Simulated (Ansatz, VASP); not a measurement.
## One calculation of GdTiF2, two programs

```
Gd Ti F
1.0
     3.73084    0.00000    0.00000
     0.00000    3.73084    0.00000
     0.00000    0.00000    5.18921
Gd Ti F
1 1 2
Direct
  0.50000 0.50000 0.00000
  0.00000 0.00000 0.50000
  0.50000 0.00000 0.65736
  0.00000 0.50000 0.34264
```

Change from the starting cell: species swapped into the Cd2TeSe type (P-4m2, No. 115).

Alike in both runs: functional PBE; k mesh 4 × 4 × 4; occupations gaussian, width 0.1 eV; collinear spin.

Ansatz relaxed the structure, and its values are those at the end. VASP's run is a single point on that final structure, the one shown.

```csv
,VASP,Ansatz
version,VASP 6.6.1,Ansatz 0.2.0
potentials or method,"VASP PAW PBE potentials, release 64 (Gd, Ti_sv, F), cutoff 520 eV","scalar-relativistic, plane waves, PAW"
valence electrons in the cell,44,44
```

```tsv
	VASP	Ansatz	Ansatz less VASP
gap on the k mesh at the Fermi level (eV)	none	none	-
pressure (GPa)	-1.0	-0.2	+0.79
rms of the force components (eV/Å)	0.051	0.001	-0.0503
net moment per atom (μB)	1.77	1.98	+0.204
size of the moment on the site where the two differ most (μB)	0.10	0.47	+0.368
```

The net moments are unlike, so the other rows may belong to different states. Site moments also hang on the region over which each program counts them. A gap of «none» marks a metal or a gap that the smearing closes.

The k mesh is coarse, so the values compare programs but aren't converged. Spin-orbit coupling is off throughout.
